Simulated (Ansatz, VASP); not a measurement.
## LiH in VASP and in Ansatz

INCAR

```
PREC     = Accurate       # precision mode
ENCUT    = 520            # plane-wave cutoff, eV
EDIFF    = 1E-8           # SCF threshold, eV
ISMEAR   = -1             # smearing method
SIGMA    = 0.03           # smearing width, eV
LREAL    = F              # projectors in reciprocal space
LASPH    = T              # aspherical terms in the spheres
NELM     = 80             # most SCF steps
ALGO     = Normal         # electronic algorithm
ISIF     = 2              # what is computed and relaxed
LWAVE    = F              # write WAVECAR
LCHARG   = F              # write CHGCAR
GGA      = PE             # functional
LEFG     = T            
NBANDS   = 9              # bands
```

Contents of KPOINTS:

```
Automatic mesh
0
Gamma
  8 8 8
```

File POSCAR:

```
LiH
1.0
    0.0000000000      2.0325000000      2.0325000000
    2.0325000000      0.0000000000      2.0325000000
    2.0325000000      2.0325000000      0.0000000000
Li H
1 1
Direct
    0.0000000000      0.0000000000      0.0000000000
    0.5000000000      0.5000000000      0.5000000000
```

Input for Ansatz:

```yaml
crystal:
  lattice:
    - [0.0, 2.0325, 2.0325]
    - [2.0325, 0.0, 2.0325]
    - [2.0325, 2.0325, 0.0]
  atoms:
    - { symbol: Li, position: [0.0, 0.0, 0.0] }
    - { symbol: H, position: [0.5, 0.5, 0.5] }
kpoints:
  mp_grid: { grid: [8, 8, 8] }
scf:
  occupations: { method: fermi_dirac, width: 0.03 }
hamiltonian:
  xc: pbe
  pseudopotentials: { kind: paw }
output:
  forces: true
  stress: true
  eigenvalues: true
  efg: { contact_densities: true }
  write_density: true
  write_potential: true
  elf: true
  volumetric_format: npy
```

Alike in both runs: task electric field gradients; functional PBE; k mesh 8 × 8 × 8; occupations fermi-dirac, width 0.03 eV; no spin polarisation.

|  | VASP | Ansatz |
| --- | --- | --- |
| version | VASP 6.6.1 | Ansatz 0.2.0 |
| potentials or method | VASP PAW PBE potentials, release 64 (Li_sv, H) | PAW with Ansatz's default frozen-core files, scalar-relativistic |
| plane-wave cutoff (eV) | 520 | 420 |
| valence electrons in the cell | 4 | 4 |

```csv
,VASP,Ansatz,Ansatz less VASP
gap on the k mesh at the Fermi level (eV),3.01,3.02,+0.007
```

Noted on VASP's run: the cutoff is short for stress, so the pressure is rough.
